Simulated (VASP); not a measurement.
Pb, 1 atom in the cell. Symmetry: I4/mmm, No. 139, tetragonal system. Conventional cell: a = 3.493 Å, b = 3.493 Å, c = 4.866 Å, α = 90.00°, β = 90.00°, γ = 90.00°. Within 4.6 Å of Pb (site symmetry 4/mmm) lie 12 Pb at 3.47 to 3.49 Å.  This cell differs from its parent crystal: strain -0.0150 x Voigt [1, 0, 0, 0, 0, 0].

```yaml
Program: VASP 6.6.1
Task: single point
Functional: PBEsol
Potentials_or_basis: VASP PAW PBE potentials, release 64 (Pb_d)
Cutoff: 520 eV
k_mesh: 16 × 16 × 16
Occupations: gaussian, width 0.15 eV
Spin: no spin polarisation
Dipole_correction: no
Further_INCAR_settings: ALGO = Normal; EDIFF = 1e-06; NBANDS = 13
```

Potentials or basis: VASP PAW PBE potentials, release 64 (Pb_d).

Launch:

```sh
$ cat potpaw_PBE.64/Pb_d/POTCAR > POTCAR
$ mpirun -np 1 vasp_std > vasp.out
```

Hardware: 1 thread of AMD EPYC 7R13, with other jobs on the host.

Problem. How long does it take, and how much memory?

Solution. Wall time 2.5 min on 1 thread of AMD EPYC 7R13, on a shared host, peak memory 0.23 GiB. Counts: scf iterations 10, k points 349.
